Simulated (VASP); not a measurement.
Wanted: the native input for a VASP 6.6.1 run.

- Task: single point
- Functional: PBE
- Potentials or basis: VASP PAW PBE potentials, release 64 (Ca_sv, Hf_pv)
- Cutoff: 520 eV
- k mesh: 6 × 6 × 6
- Occupations: gaussian, width 0.1 eV
- Spin: no spin polarisation
- Dipole correction: no
- Further INCAR settings: ALGO = Normal; EDIFF = 1e-06; NBANDS = 17

The structure of CaHf lies in POSCAR:

```
CaHf
1.0
    0.0000000000      3.1501687764      3.1501687764
    3.1501687764      0.0000000000      3.1501687764
    3.1501687764      3.1501687764      0.0000000000
Ca Hf
1 1
Direct
    0.0000000000      0.0000000000      0.0000000000
    0.5000000000      0.5000000000      0.5000000000
```

The input as run:

INCAR

```
SYSTEM = CaHf
PREC = Accurate
ENCUT = 520
EDIFF = 1E-6
ISMEAR = 0
SIGMA = 0.1
LREAL = .FALSE.
LASPH = .TRUE.
NELM = 100
ALGO = Normal
ISIF = 2
LWAVE = .FALSE.
LCHARG = .TRUE.
GGA = PE
LELF = .TRUE.
LVHAR = .TRUE.
NBANDS = 17
```

KPOINTS

```
Automatic mesh
0
G
  6 6 6
  0 0 0
```

Potentials or basis: VASP PAW PBE potentials, release 64 (Ca_sv, Hf_pv).

Run with:

```console
$ cat potpaw_PBE.64/Ca_sv/POTCAR potpaw_PBE.64/Hf_pv/POTCAR > POTCAR
$ mpirun -np 1 vasp_std > vasp.out
```

Results of the run:

```yaml
Pressure: 0.2 GPa
Band_gap_on_the_k_mesh: zero (band 10 reaches 3.19 eV, above the bottom of band 11 at 2.37 eV)
```

Caveat: spin-orbit coupling is left out, which moves the levels of the heavy elements.

Run time: 21 s on 1 thread of Intel Xeon 6975P-C, with other jobs on the host, peak memory 0.21 GiB.
